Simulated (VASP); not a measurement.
Set up this calculation in VASP 6.6.1, as the native input.

```yaml
Task: single point
Functional: PBEsol
Dispersion: D3(BJ)
Potentials_or_basis: VASP PAW PBE potentials, release 64 (Au)
Cutoff: 520 eV
k_mesh: 11 × 11 × 11
Occupations: fermi-dirac, width 0.05 eV
Spin: no spin polarisation
Dipole_correction: no
Further_INCAR_settings: ALGO = Normal; EDIFF = 1e-06; NBANDS = 12
```

The structure of Au lies in POSCAR:

```
Au
1.0
    0.0000000000      2.0074966285      2.0074966285
    2.0074966285      0.0000000000      2.0074966285
    2.0074966285      2.0074966285      0.0000000000
Au
1
Direct
    0.0000000000      0.0000000000      0.0000000000
```

The input as run:

INCAR

```
PREC     = Accurate       # precision mode
ENCUT    = 520            # plane-wave cutoff, eV
EDIFF    = 1E-6           # SCF threshold, eV
ISMEAR   = -1             # smearing method
SIGMA    = 0.05           # smearing width, eV
LREAL    = False          # projectors in reciprocal space
LASPH    = True           # aspherical terms in the spheres
NELM     = 100            # most SCF steps
ALGO     = Normal         # electronic algorithm
ISIF     = 2              # what is computed and relaxed
LWAVE    = False          # write WAVECAR
LCHARG   = False          # write CHGCAR
GGA      = PS             # functional
IVDW     = 12             # dispersion correction
NBANDS   = 12             # bands
```

KPOINTS

```
regular mesh
0
Gamma
  11 11 11
```

Potentials or basis: VASP PAW PBE potentials, release 64 (Au).

Run with:

```console
$ cat potpaw_PBE.64/Au/POTCAR > POTCAR
$ mpirun -np 1 vasp_std > vasp.out
```

Results of the run:

| Item | Value |
| --- | --- |
| Pressure | 3.1 GPa |
| Dispersion energy per atom | -0.666 eV |

Caveat: the PAW data sets were made with another functional, which shifts forces and pressure a little; pairwise dispersion overbinds metals, which lowers pressure and volume.

Wall time 8.3 s on 1 thread of Intel(R) Xeon(R) Platinum 8259CL CPU @ 2.50GHz (Skylake/Cascade Lake), on a shared host, peak memory 0.15 GiB.
